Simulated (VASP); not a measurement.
A run of VASP 6.6.1 is set up as follows.

Contents of INCAR:

```
PREC = Accurate
ENCUT = 520
EDIFF = 1E-6
ISMEAR = 1
SIGMA = 0.01
LREAL = F
LASPH = T
NELM = 80
ALGO = Normal
ISIF = 2
LWAVE = F
LCHARG = F
GGA = PE
NBANDS = 13
```

KPOINTS

```
Automatic mesh
0
Gamma
  14 14 14
```

File POSCAR:

```
W
1.0
   -1.5921723362      1.5921723362      1.5921723362
    1.5921723362     -1.5921723362      1.5921723362
    1.5921723362      1.5921723362     -1.5921723362
W
1
Direct
    0.0000000000      0.0000000000      0.0000000000
```

Potentials or basis: VASP PAW PBE potentials, release 64 (W_sv).

The run is started by

```console
$ cat potpaw_PBE.64/W_sv/POTCAR > POTCAR
$ mpirun -np 1 vasp_std > vasp.out
```

(1) What does it give for the band gap on the k mesh?

(2) Predict the pressure.

Results:

(1) zero (band 7 reaches 16.20 eV, above the bottom of band 8 at 9.97 eV).

(2) 0.8 GPa.

Caveat: spin-orbit coupling is left out, which moves the levels of the heavy elements.
